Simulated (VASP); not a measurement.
A run of VASP 6.6.1 is set up as follows.

The input INCAR:

```
ALGO     = Fast           # electronic algorithm
EDIFF    = 1E-7           # SCF threshold, eV
ENCUT    = 520            # plane-wave cutoff, eV
GGA      = PE             # functional
ISIF     = 2              # what is computed and relaxed
ISMEAR   = 0              # smearing method
LASPH    = True           # aspherical terms in the spheres
LCHARG   = False          # write CHGCAR
LREAL    = False          # projectors in reciprocal space
LWAVE    = False          # write WAVECAR
NBANDS   = 14             # bands
NELM     = 60             # most SCF steps
PREC     = Accurate       # precision mode
SIGMA    = 0.1            # smearing width, eV
```

The input KPOINTS:

```
k-points
0
Gamma
  18 18 6
```

The input POSCAR:

```
Al
1.0
    2.9863062583      0.0000000000      0.0000000000
   -1.4931531291      2.5862170831      0.0000000000
    0.0000000000      0.0000000000      9.5876140440
Al
4
Direct
    0.0000000000      0.0000000000      0.0000000000
    0.3333333300      0.6666666700      0.2500000000
    0.0000000000      0.0000000000      0.5000000000
    0.6666666700      0.3333333300      0.7500000000
```

Potentials or basis: VASP PAW PBE potentials, release 64 (Al).

Launch:

```console
$ cat potpaw_PBE.64/Al/POTCAR > POTCAR
$ mpirun -np 1 vasp_std > vasp.out
```

Question: What does it give for the pressure?

Answer: -6.7 GPa.

Question: Predict the band gap on the k mesh.

Answer: Zero (band 6 reaches 10.74 eV, above the bottom of band 7 at 5.38 eV).

Stress tensor (GPa, compression positive):
```
-7.13  0.00  0.00
 0.00 -7.13  0.00
 0.00  0.00 -5.69
```

Caveat: the cell differs from its parent crystal (In replaced by Al, lengths x 0.911, strained).
